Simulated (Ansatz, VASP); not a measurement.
## TaN: VASP beside Ansatz

```
Ta N
1.0
     0.27636    2.35320    2.35320
     2.35320    0.27636    2.35320
     2.35320    2.35320    0.27636
Ta N
1 1
Direct
  0.50000 0.50000 0.50000
  0.00000 0.00000 0.00000
```

Alike in both runs: task single point; functional PBEsol; k mesh 20 × 20 × 20; occupations gaussian, width 0.15 eV; no spin polarisation.

```csv
,VASP,Ansatz
version,VASP 6.6.1,Ansatz 0.2.0
potentials or method,"VASP PAW PBE potentials, release 64 (Ta_pv, N), cutoff 520 eV","scalar-relativistic, plane waves, PAW"
valence electrons in the cell,16,18
```

```tsv
	VASP	Ansatz	Ansatz less VASP
gap on the k mesh at the Fermi level (eV)	none	none	-
pressure (GPa)	-6.2	-7.3	-1.09
traceless stress, the component that is largest in VASP (GPa)	-6.15	-6.26	-0.114
```

VASP's potentials were made for PBE, not for PBEsol, and Ansatz warns of the same on its side. A gap of «none» marks a metal or a gap that the smearing closes. VASP's potentials hold 16 valence electrons a cell and Ansatz's 18, so a difference there can come from the potentials and not from the codes.

Neither program's run includes spin-orbit coupling.
